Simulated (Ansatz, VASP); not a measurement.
Sn: VASP beside Ansatz

```
Sn
1.0
     0.00000    3.23334    3.23334
     3.23334    0.00000    3.23334
     3.23334    3.23334    0.00000
Sn
2
Direct
  0.50000 0.50000 0.50000
  0.75000 0.75000 0.75000
```

Alike in both runs: task relaxation of cell and atoms; functional r2SCAN; k mesh 14 × 14 × 14; occupations fermi-dirac, width 0.1 eV; no spin polarisation.

```csv
,VASP,Ansatz
version,VASP 6.6.1,Ansatz 0.2.0
potentials or method,"VASP PAW PBE potentials, release 64 (Sn_d)","PAW with Ansatz's default frozen-core files, scalar-relativistic"
plane-wave cutoff (eV),600,500
valence electrons in the cell,28,28
```

Ansatz gave:

| Property | Result |
| --- | --- |
| relaxed volume (Å³/atom) | 35.41 |
| relaxed cell length with the largest relative difference (Å) | 4.644 |

**Question.** Which values does VASP return?

**Answer.** Relaxed volume (Å³/atom): 35.40; relaxed cell length with the largest relative difference (Å): 4.644.

VASP's potentials were made for PBE, not for r2SCAN.
